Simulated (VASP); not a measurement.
Input of a VASP 6.6.1 run:

Contents of INCAR:

```
SYSTEM = TiSi
PREC     = Accurate       ! precision mode
ENCUT    = 600            ! plane-wave cutoff, eV
EDIFF    = 1E-6           ! SCF threshold, eV
ISMEAR   = 0              ! smearing method
SIGMA    = 0.1            ! smearing width, eV
LREAL    = .FALSE.        ! projectors in reciprocal space
LASPH    = .TRUE.         ! aspherical terms in the spheres
NELM     = 100            ! most SCF steps
ALGO     = Normal         ! electronic algorithm
ISIF     = 3              ! what is computed and relaxed
LWAVE    = .FALSE.        ! write WAVECAR
LCHARG   = .FALSE.        ! write CHGCAR
GGA      = PS             ! functional
IBRION   = 2              ! ionic algorithm
NSW      = 100            ! ionic steps
EDIFFG   = -0.05          ! ionic threshold
```

KPOINTS

```
Automatic mesh
0
G
  6 6 6
  0 0 0
```

Contents of POSCAR:

```
TiSi
1.0
    0.0000000000      2.6833419606      2.6833419606
    2.6833419606      0.0000000000      2.6833419606
    2.6833419606      2.6833419606      0.0000000000
Ti Si
1 1
Direct
    0.0000000000      0.0000000000      0.0000000000
    0.2500000000      0.2500000000      0.2500000000
```

Potentials or basis: VASP PAW PBE potentials, release 64 (Ti_sv, Si).

The run is started by

```bash
$ cat potpaw_PBE.64/Ti_sv/POTCAR potpaw_PBE.64/Si/POTCAR > POTCAR
$ mpirun -np 1 vasp_std > vasp.out
```

(1) Estimate the relaxed cell.

(2) Estimate the relaxed volume.

(3) Estimate the band gap on the k mesh.

## Answers

(1) a = 4.043 Å, b = 4.043 Å, c = 4.043 Å, α = 60.00°, β = 60.00°, γ = 60.00°.

(2) 23.37 Å³/atom.

(3) 0.04 eV, direct.

Caveat: the volume moved by over 15 % at a fixed basis, so the end points are rough; the PAW data sets were made with another functional, which shifts forces and pressure a little.
